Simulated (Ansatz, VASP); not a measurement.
**Two plane-wave programs on Cd3HgSe4**

```xyz
8
Lattice="6.2120 0.0000 0.0000 0.0000 6.2120 0.0000 0.0000 0.0000 6.2120" Properties=species:S:1:pos:R:3 pbc="T T T"
Cd    0.0000    3.1060    3.1060
Cd    3.1060    0.0000    3.1060
Cd    3.1060    3.1060    0.0000
Hg    0.0000    0.0000    0.0000
Se    1.5642    1.5642    4.6477
Se    1.5642    4.6477    1.5642
Se    4.6477    1.5642    1.5642
Se    4.6477    4.6477    4.6477
```

Alike in both runs: functional PBE; k mesh 6 × 6 × 6; occupations gaussian, width 0.01 eV; no spin polarisation.

Ansatz relaxed the structure, and its values are those at the end. VASP's run is a single point on that final structure, the one shown.

|  | VASP | Ansatz |
| --- | --- | --- |
| version | VASP 6.6.1 | Ansatz 0.2.0 |
| potentials or method | VASP PAW PBE potentials, release 64 (Cd, Hg, Se), cutoff 520 eV | scalar-relativistic, plane waves, PAW |
| valence electrons in the cell | 72 | 144 |

|  | VASP | Ansatz | Ansatz less VASP |
| --- | --- | --- | --- |
| gap on the k mesh at the Fermi level (eV) | 0.09 | 0.10 | +0.003 |
| least direct gap on the mesh (eV) | 0.09 | 0.10 | +0.003 |
| pressure (GPa) | 0.2 | 0.0 | -0.24 |

VASP's potentials hold 72 valence electrons a cell and Ansatz's 144, so a difference there can come from the potentials and not from the codes.

Spin-orbit coupling is off throughout.
